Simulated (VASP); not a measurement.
# AlN in VASP: further runs

The runs below take AlN through single point, with PBE, r2SCAN.

Everything below comes from runs of VASP 6.6.1. Logs are shortened: lines on timing, memory, paths and dates and some standing lists are left out, and cuts for length are marked.

**1. The cell of the first run**

The typed cell holds 2 atoms: a = 2.823 Å, b = 2.836 Å, c = 2.863 Å, α = 59.82°, β = 60.45°, γ = 60.58°.

**2. Single point, PBE (atoms moved at random and the cell strained at random)**

Input file INCAR:

```
SYSTEM = AlN
  ALGO = Normal
  EDIFF = 1E-6
  ENCUT = 520
  GGA = PE
  ISIF = 2
  ISMEAR = 0
  LASPH = .TRUE.
  LCHARG = .FALSE.
  LREAL = .FALSE.
  LWAVE = .FALSE.
  NBANDS = 11
  NELM = 100
  PREC = Accurate
  SIGMA = 0.02
```

Input file KPOINTS:

```
k-points
0
G
  10 10 10
  0 0 0
```

Input file POSCAR:

```
AlN
1.0
   -0.0062866606      2.0025557222      1.9895144618
    2.0239791968     -0.0037028228      1.9869306240
    2.0361252692      2.0121179568     -0.0158488952
Al N
1 1
Direct
    0.4953576228      0.5027991888      0.5105749863
    0.0046423772     -0.0027991888     -0.0105749863
```

Potentials or basis: VASP PAW PBE potentials, release 64 (Al, N).

Launch:

```bash
$ cat potpaw_PBE.64/Al/POTCAR potpaw_PBE.64/N/POTCAR > POTCAR
$ mpirun -np 1 vasp_std > vasp.out
```

OUTCAR:

```text
SYSTEM = AlN
   EDIFF = 1E-6
   ENCUT = 520
   GGA = PE
   ISIF = 2
   ISMEAR = 0
   LASPH = .TRUE.
   LREAL = .FALSE.
   NELM = 100
   PREC = Accurate

 ion  position               nearest neighbor table
   1  0.495  0.503  0.511-   2 1.98   2 1.99   2 1.99   2 2.01   2 2.03   2 2.09
   2  0.005  0.997  0.989-   1 1.98   1 1.99   1 1.99   1 2.01   1 2.03   1 2.09

  LATTYP: Found a triclinic cell.
 ALAT       =     4.9125558821
 B/A-ratio  =     0.5746177812
 C/A-ratio  =     0.5784403296
 COS(alpha) =     0.0065023520
 COS(beta)  =     0.2983390987
 COS(gamma) =     0.8619863749

  Lattice vectors:

 A1 = (  -2.0298386086,  -4.0146736790,  -1.9736655666)
 A2 = (   0.0062866606,  -2.0025557222,  -1.9895144618)
 A3 = (  -0.0121460724,  -2.0158207796,   2.0027795192)

Analysis of symmetry for initial positions (statically):
=====================================================================
 Subroutine PRICEL returns:
 Original cell was already a primitive cell.

 Routine SETGRP: Setting up the symmetry group for a
 triclinic supercell.

 Subroutine GETGRP returns: Found  1 space group operations
 (whereof  1 operations were pure point group operations)
 out of a pool of  2 trial point group operations.

The static configuration has the point symmetry C_1 .

Analysis of symmetry for dynamics (positions and initial velocities):
=====================================================================
 Subroutine PRICEL returns:
 Original cell was already a primitive cell.

 Routine SETGRP: Setting up the symmetry group for a
 triclinic supercell.

 Subroutine GETGRP returns: Found  1 space group operations
 (whereof  1 operations were pure point group operations)
 out of a pool of  2 trial point group operations.

The dynamic configuration has the point symmetry C_1 .

 Subroutine INISYM returns: Found  1 space group operations
 (whereof  1 operations are pure point group operations),
 and found     1 'primitive' translations

----------------------------------------------------------------------------------------

                                     Primitive cell

  volume of cell :      16.3083

  direct lattice vectors                    reciprocal lattice vectors
    -0.006286661  2.002555722  1.989514462    -0.245144534  0.250040053  0.250181504
     2.023979197 -0.003702823  1.986930624     0.247413076 -0.248389573  0.250799566
     2.036125269  2.012117957 -0.015848895     0.244434833  0.247679872 -0.248531024

  length of vectors
     2.822841961  2.836264939  2.862634446     0.430356429  0.431058039  0.427622937

  position of ions in fractional coordinates (direct lattice)
     0.495357623  0.502799189  0.510574986
     0.004642377  0.997200811  0.989425014

  ion indices of the primitive-cell ions
   primitive index   ion index
                 1           1
                 2           2

----------------------------------------------------------------------------------------

 KPOINTS: k-points

Automatic generation of k-mesh.
 Grid dimensions read from file:
 generate k-points for:   10   10   10

 Generating k-lattice:

  Cartesian coordinates                     Fractional coordinates (reciprocal lattice)
    -0.024514453  0.025004005  0.025018150     0.100000000  0.000000000 -0.000000000
     0.024741308 -0.024838957  0.025079957     0.000000000  0.100000000 -0.000000000
     0.024443483  0.024767987 -0.024853102     0.000000000  0.000000000  0.100000000

  Length of vectors
     0.043035643  0.043105804  0.042762294

  Shift w.r.t. Gamma in fractional coordinates (k-lattice)
     0.000000000  0.000000000  0.000000000

 Subroutine IBZKPT returns following result:
 ===========================================

 Found    504 irreducible k-points:

 Following reciprocal coordinates:
            Coordinates               Weight
  0.000000  0.000000  0.000000      1.000000
  0.100000  0.000000 -0.000000      2.000000
  0.200000  0.000000 -0.000000      2.000000
  0.300000  0.000000  0.000000      2.000000
  0.400000  0.000000 -0.000000      2.000000
  0.500000  0.000000 -0.000000      1.000000
[... 16 lines left out ...]
 -0.400000  0.200000 -0.000000      2.000000
 -0.300000  0.200000  0.000000      2.000000
 [... further k-points ...]
   k-points           NKPTS =    504   k-points in BZ     NKDIM =    504   number of bands    NBANDS=     11
   number of dos      NEDOS =    301   number of ions     NIONS =      2
   total plane-waves  NPLWV =  13824
   dimension x,y,z NGX =    24 NGY =   24 NGZ =   24
   dimension x,y,z NGXF=    48 NGYF=   48 NGZF=   48
   ions per type =               1   1
   NGX,Y,Z   is equivalent  to a cutoff of  14.13, 14.07, 13.94 a.u.
   NGXF,Y,Z  is equivalent  to a cutoff of  28.27, 28.13, 27.88 a.u.
 SYSTEM =  AlN
   PREC   = accura    normal or accurate (medium, high low for compatibility)
   ISTART =      0    job   : 0-new  1-cont  2-samecut
   ICHARG =      2    charge: 1-file 2-atom 10-const
   ISPIN  =      1    spin polarized calculation?
   LNONCOLLINEAR =      F non collinear calculations
   LSORBIT =      F    spin-orbit coupling
   LASPH  =      T    aspherical Exc in radial PAW
   ENCUT  =  520.0 eV  38.22 Ry    6.18 a.u.   5.25  5.27  5.32*2*pi/ulx,y,z
   NELM   =    100;   NELMIN=  2; NELMDL= -5     # of ELM steps
   EDIFF  = 0.1E-05   stopping-criterion for ELM
   LREAL  =      F    real-space projection
   EDIFFG = 0.1E-04   stopping-criterion for IOM
   NSW    =      0    number of steps for IOM
   IBRION =     -1    ionic relax: 0-MD 1-quasi-New 2-CG
   NFREE  =      0    steps in history (QN), initial steepest desc. (CG)
   ISIF   =      2    stress and relaxation
   ISYM   =      2    0-nonsym 1-usesym 2-fastsym
   POTIM  = 0.5000    time-step for ionic-motion
   TEBEG  =    0.0;   TEEND  =   0.0 temperature during run
   PSTRESS=    0.0 pullay stress
   NELECT =       8.0000    total number of electrons
   NUPDOWN=      -1.0000    fix difference up-down
   EMIN   =  10.00;   EMAX   =-10.00  energy-range for DOS
   EFERMI =   0.00;   METHOD = LEGACY
   ISMEAR =     0;   SIGMA  =   0.02  broadening in eV -4-tet -1-fermi 0-gaus
   EFERMI_NEDOS =   21; number of points for ismear=-14 and -15
   IALGO  =     38    algorithm
   IMIX   =      4    mixing-type and parameters
     AMIX     =   0.40;   BMIX     =  1.00
     AMIX_MAG =   1.60;   BMIX_MAG =  1.00
  volume/ion in A,a.u.               =       8.15        55.03
  Fermi-wavevector in a.u.,A,eV,Ry     =   1.291127  2.439876 22.681035  1.667009
  Thomas-Fermi vector in A             =   2.422916
   LORBIT       =      0    0 simple, 1 ext, 2 COOP (PROOUT), +10 PAW based schemes
   GGA     = PE    functional components
   LHFCALC =     F    Hartree Fock is set to
   AEXX    =    0.0000 exact exchange contribution
   IVDW    =     0    specifies the selected vdW correction
   LEPSILON=     F    determine dielectric tensor
   LRPA    =     F    only Hartree local field effects (RPA)
 non-spin polarized calculation
 Gauss-broadening in eV      SIGMA  =   0.02
  energy-cutoff  :      520.00
  volume of cell :       16.31
 maximum number of plane-waves:       450
 NGX is ok and might be reduce to    24
   NGX = 11   NGY = 11   NGZ = 11

 number of electron       8.0000000 magnetization

 Free energy of the ion-electron system (eV)
  ---------------------------------------------------
  ext. energy  EPLUGINS =         0.00000000
  ---------------------------------------------------
  free energy    TOTEN  =       -14.51429926 eV

  energy without entropy =      -14.51429926  energy(sigma->0) =      -14.51429926

 E-fermi :  10.4266     XC(G=0): -12.3453

 val. band max:       10.2149526336   @ k =   0.0000   0.0000   0.0000
 cond. band min:      14.7723003039   @ k =   0.5000   0.5000  -0.0000
 fundamental gap:      4.5573476703
 Fermi energy:        10.4265818254

 k-point     1 :       0.0000    0.0000    0.0000
  band No.  band energies     occupation
      1      -7.5402      2.00000
      2      10.0185      2.00000
      3      10.1417      2.00000
      4      10.2150      2.00000
      5      15.9834      0.00000
      6      22.1398      0.00000
      7      22.3710      0.00000
      8      22.5691      0.00000
      9      27.5016      0.00000
     10      27.7725      0.00000
     11      28.2987      0.00000

 k-point     2 :       0.1000    0.0000   -0.0000
  band No.  band energies     occupation
      1      -7.3325      2.00000
      2       9.1020      2.00000
      3       9.9275      2.00000
      4      10.0807      2.00000
      5      16.5978      0.00000
      6      21.4292      0.00000
      7      22.5594      0.00000
      8      22.7865      0.00000
      9      26.2970      0.00000
     10      26.6935      0.00000
     11      28.5674      0.00000

 k-point     3 :       0.2000    0.0000   -0.0000
  band No.  band energies     occupation
      1      -6.7280      2.00000
      2       6.9502      2.00000
      3       9.6411      2.00000
      4       9.7606      2.00000
      5      17.2041      0.00000
      6      20.9647      0.00000
      7      22.7361      0.00000
      8      23.0007      0.00000
      9      25.7903      0.00000
     10      26.0205      0.00000
     11      27.9493      0.00000
[... 267 lines left out ...]
 k-point    23 :      -0.4000    0.2000   -0.0000
  band No.  band energies     occupation
      1      -3.8475      2.00000
      2       2.6295      2.00000
      3       6.4775      2.00000
      4       8.5221      2.00000
      5      17.5889      0.00000
      6      19.9283      0.00000
      7      22.4647      0.00000
      8      22.9648      0.00000
      9      28.2223      0.00000
     10      29.8518      0.00000
     11      31.3696      0.00000

 k-point    24 :      -0.3000    0.2000    0.0000
  band No.  band energies     occupation
      1      -4.5631      2.00000
      2       3.7675      2.00000
      3       6.4518      2.00000
      4       8.9398      2.00000
      5      18.3340      0.00000
      6      20.1716      0.00000
      7      21.6357      0.00000
      8      22.6544      0.00000
      9      27.1720      0.00000
     10      29.5165      0.00000
     11      31.3797      0.00000

 [... further k-points ...]

------------------------ aborting loop because EDIFF is reached ----------------------------------------

  FORCE on cell =-STRESS in cart. coord.  units (eV):
  Direction    XX          YY          ZZ          XY          YZ          ZX
  --------------------------------------------------------------------------------------
  -------------------------------------------------------------------------------------
  Total        0.7481282      0.9671156      1.1509178     -0.1001963      0.2230186      0.2979669
  in kB       73.4985967     95.0126478    113.0699841     -9.8436164     21.9100835     29.2732594
  external PRESSURE =      93.8604095 kB  Pullay stress =       0.0000000 kB

 VOLUME and BASIS-vectors are now :
 -----------------------------------------------------------------------------
  energy-cutoff  :      520.00
  volume of cell :       16.31
      direct lattice vectors                 reciprocal lattice vectors
    -0.006286661  2.002555722  1.989514462    -0.245144534  0.250040053  0.250181504
     2.023979197 -0.003702823  1.986930624     0.247413076 -0.248389573  0.250799566
     2.036125269  2.012117957 -0.015848895     0.244434833  0.247679872 -0.248531024

 POSITION                                       TOTAL-FORCE (eV/Angst)
 -----------------------------------------------------------------------------------
      2.05414      2.01746      1.97646        -0.356358     -0.191022      0.067147
      4.03288      1.99644      1.97492         0.356358      0.191022     -0.067147
 -----------------------------------------------------------------------------------
    total drift:                                0.000063      0.000020     -0.000016

  FREE ENERGIE OF THE ION-ELECTRON SYSTEM (eV)
  ---------------------------------------------------
  free  energy   TOTEN  =       -14.5142992630 eV

  energy  without entropy=      -14.5142992630  energy(sigma->0) =      -14.51429926
```

Run time: 3.4 min. Hardware: 1 thread of AMD EPYC 7R43 (Zen 3), shared host; peak memory 0.16 GiB.

What came out:

| Item | Value |
| --- | --- |
| Free energy | -14.5143 eV |
| Pressure | 9.4 GPa |
| Largest force | 0.410 eV/Å |
| Band gap on the k mesh | 4.56 eV, indirect (least direct gap 5.77 eV) |

Forces in eV/Å, atoms in the order of the input:
```
Al  -0.356 -0.191  0.067
N    0.356  0.191 -0.067
```

Stress tensor (GPa, compression positive):
```
 7.35 -0.98  2.93
-0.98  9.50  2.19
 2.93  2.19 11.31
```

Caveat: the cell differs from its parent crystal (atoms moved at random and the cell strained at random).

**3. Single point, PBE (atoms moved at random and the cell strained at random)**

Input file INCAR:

```
ALGO     = Normal         # electronic algorithm
EDIFF    = 1E-7           # SCF threshold, eV
ENCUT    = 520            # plane-wave cutoff, eV
GGA      = PE             # functional
ISIF     = 2              # what is computed and relaxed
ISMEAR   = 0              # smearing method
LASPH    = True           # aspherical terms in the spheres
LCHARG   = True           # write CHGCAR
LELF     = True           # ELF
LREAL    = False          # projectors in reciprocal space
LVHAR    = True         
LWAVE    = False          # write WAVECAR
NBANDS   = 11             # bands
NELM     = 100            # most SCF steps
PREC     = Accurate       # precision mode
SIGMA    = 0.02           # smearing width, eV
```

Input file KPOINTS:

```
k-points
0
Gamma
  10 10 10
```

Input file POSCAR:

```
AlN
1.0
    0.0136312706      2.0950042201      2.1607801871
    2.1061940691      0.0119019303      2.1625095274
    2.0893889505      2.0799284418      0.0287070490
Al N
1 1
Direct
    0.5167803873      0.4999705090      0.4766627771
   -0.0167803873      0.0000294910      0.0233372229
```

Potentials or basis: VASP PAW PBE potentials, release 64 (Al, N).

Launch:

```bash
$ cat potpaw_PBE.64/Al/POTCAR potpaw_PBE.64/N/POTCAR > POTCAR
$ mpirun -np 1 vasp_std > vasp.out
```

It took 2.4 min on 1 thread of AMD EPYC 7R43 (Zen 3), shared host; peak memory 0.18 GiB.

Results (log left out):

| Quantity | Value |
| --- | --- |
| Free energy | -14.3791 eV |
| Pressure | -19.3 GPa |
| Largest force | 0.447 eV/Å |
| Band gap on the k mesh | 3.16 eV, indirect (least direct gap 3.79 eV) |

Forces on the atoms (eV/Å):
```
Al   0.415  0.116 -0.119
N   -0.415 -0.116  0.119
```

Stress tensor (GPa, compression positive):
```
-16.67   0.36  -3.82
  0.36 -19.70  -3.31
 -3.82  -3.31 -21.46
```

Levels at points of the mesh, in eV from the valence-band top:
| k point | band 1 | band 2 | band 3 | band 4 | band 5 | band 6 | band 7 | band 8 |
| --- | --- | --- | --- | --- | --- | --- | --- | --- |
| (0.00, 0.00, 0.00) | -16.68 | -0.34 | -0.29 | 0.00 | 3.79 | 11.23 | 11.70 | 11.93 |
| (0.50, 0.00, 0.00) | -13.90 | -7.73 | -1.19 | -0.94 | 5.17 | 9.59 | 10.06 | 11.42 |
| (0.00, 0.50, 0.00) | -13.91 | -7.75 | -1.13 | -0.95 | 5.16 | 9.57 | 10.06 | 11.52 |
| (0.50, 0.50, 0.00) | -13.23 | -6.83 | -2.59 | -2.52 | 3.44 | 5.47 | 12.16 | 15.38 |
| (0.00, 0.00, 0.50) | -13.84 | -7.62 | -1.26 | -1.07 | 5.02 | 9.40 | 9.97 | 11.37 |
| (0.50, 0.00, 0.50) | -13.00 | -6.72 | -2.98 | -2.52 | 3.16 | 5.21 | 12.56 | 14.72 |
| (0.00, 0.50, 0.50) | -13.04 | -6.74 | -2.95 | -2.49 | 3.20 | 5.26 | 12.48 | 14.72 |
| (0.50, 0.50, 0.50) | -13.95 | -7.83 | -1.00 | -0.95 | 5.32 | 9.67 | 10.28 | 11.41 |

Caveat: the cell differs from its parent crystal (atoms moved at random and the cell strained at random). A k mesh can miss the band edges.

[end of part 1 of 2]
